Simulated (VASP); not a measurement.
Input of a VASP 6.6.1 run:

INCAR

```
SYSTEM = SnO
ALGO     = Normal         ! electronic algorithm
EDIFF    = 1E-8           ! SCF threshold, eV
ENCUT    = 520            ! plane-wave cutoff, eV
GGA      = CA             ! functional
ISIF     = 2              ! what is computed and relaxed
ISMEAR   = -1             ! smearing method
LASPH    = .TRUE.         ! aspherical terms in the spheres
LCHARG   = .FALSE.        ! write CHGCAR
LEFG     = .TRUE.       
LREAL    = .FALSE.        ! projectors in reciprocal space
LWAVE    = .FALSE.        ! write WAVECAR
NBANDS   = 28             ! bands
NELM     = 60             ! most SCF steps
PREC     = Accurate       ! precision mode
SIGMA    = 0.02           ! smearing width, eV
```

Contents of KPOINTS:

```
k-points
0
G
  6 6 5
  0 0 0
```

The input POSCAR:

```
SnO
1.0
    3.7892841860      0.0000000000      0.0000000000
    0.0000000000      3.7892841860      0.0000000000
    0.0000000000      0.0000000000      4.8198259661
Sn O
2 2
Direct
    0.0000000000      0.5000000000      0.2385000000
    0.5000000000      0.0000000000      0.7615000000
    0.0000000000      0.0000000000      0.0000000000
    0.5000000000      0.5000000000      0.0000000000
```

Potentials or basis: VASP PAW LDA potentials, release 64 (Sn_d, O).

The run is started by

```sh
$ cat potpaw_LDA.64/Sn_d/POTCAR potpaw_LDA.64/O/POTCAR > POTCAR
$ mpirun -np 1 vasp_std > vasp.out
```

(1) Predict the band gap on the k mesh.

(2) Predict the largest force.

(3) What does it give for the pressure?

Results:

(1) 0.05 eV, indirect (least direct gap 1.94 eV).

(2) 0.007 eV/Å.

(3) -1.6 GPa.

Caveat: without QUAD_EFG the Cq values of the log hold for a quadrupole moment of 1 mb, not for the nuclei; spin-orbit coupling is left out, which moves the levels of the heavy elements.
